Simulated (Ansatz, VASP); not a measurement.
## InAs: VASP and Ansatz over several settings

```
In As
1.0
     0.00000    2.87730    2.87730
     2.87730    0.00000    2.87730
     2.87730    2.87730    0.00000
In As
1 1
Direct
  0.50000 0.50000 0.50000
  0.00000 0.00000 0.00000
```

Single points on this cell with VASP 6.6.1 and Ansatz 0.2.0. Each row is one pair of runs. Alike in all rows: spin: off; k mesh: 8 × 8 × 8; Ansatz's potentials, cutoff: Ansatz PAW, 420 eV.

```tsv
level	smearing	VASP's potentials, cutoff	gap on the k mesh at the Fermi level (eV), VASP	gap on the k mesh at the Fermi level (eV), Ansatz	pressure (GPa), VASP	pressure (GPa), Ansatz
PBE	gaussian, width 0.011 eV	VASP PAW PBE potentials, release 64 (In_d, As), 520 eV	none	none	0.0	0.0
LDA	fermi-dirac, width 0.05 eV	VASP PAW LDA potentials, release 64 (In_d, As), 520 eV	none	none	-4.8	-5.1
PBE	gaussian, width 0.013 eV	VASP PAW PBE potentials, release 64 (In_d, As), 520 eV	none	none	0.0	0.0
PBE	gaussian, width 0.021 eV	VASP PAW PBE potentials, release 64 (In_d, As), 520 eV	none	none	0.0	0.0
PBE	gaussian, width 0.022 eV	VASP PAW PBE potentials, release 64 (In_d, As), 520 eV	none	none	0.0	0.0
PBE	gaussian, width 0.023 eV	VASP PAW PBE potentials, release 64 (In_d, As), 520 eV	none	none	0.0	0.0
PBE	gaussian, width 0.024 eV	VASP PAW PBE potentials, release 64 (In_d, As), 520 eV	none	none	0.0	0.0
PBE	gaussian, width 0.025 eV	VASP PAW PBE potentials, release 64 (In_d, As), 520 eV	none	none	0.0	0.0
```

Pressure (GPa): the two programs differ by at most 0.22.

VASP's potentials hold 18 valence electrons a cell and Ansatz's 28, so a difference there can come from the potentials and not from the codes.

A gap of «none» marks a metal or a gap that the smearing closes.
